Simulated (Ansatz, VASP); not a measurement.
**Mg3Al in VASP and in Ansatz**

```
Mg Al
1.0
     3.19956    0.00000    0.00000
     0.00000    5.18089    0.00000
     0.00000    0.00000   19.69450
Mg Al
3 1
Direct
  0.00000 0.75000 0.41472
  0.50000 0.75000 0.55441
  0.00000 0.25000 0.58528
  0.50000 0.25000 0.44559
```

Alike in both runs: task single point; functional PBE; k mesh 13 × 8 × 1; occupations fermi-dirac, width 0.08 eV; no spin polarisation.

|  | VASP | Ansatz |
| --- | --- | --- |
| version | VASP 6.6.1 | Ansatz 0.2.0 |
| potentials or method | VASP PAW PBE potentials, release 64 (Mg, Al) | PAW with Ansatz's default frozen-core files, scalar-relativistic |
| plane-wave cutoff (eV) | 520 | 420 |
| valence electrons in the cell | 9 | 33 |

|  | VASP | Ansatz | Ansatz less VASP |
| --- | --- | --- | --- |
| rms of the force components (eV/Å) | 0.083 | 0.081 | -0.0022 |

VASP's potentials hold 9 valence electrons a cell and Ansatz's 33, so a difference there can come from the potentials and not from the codes.
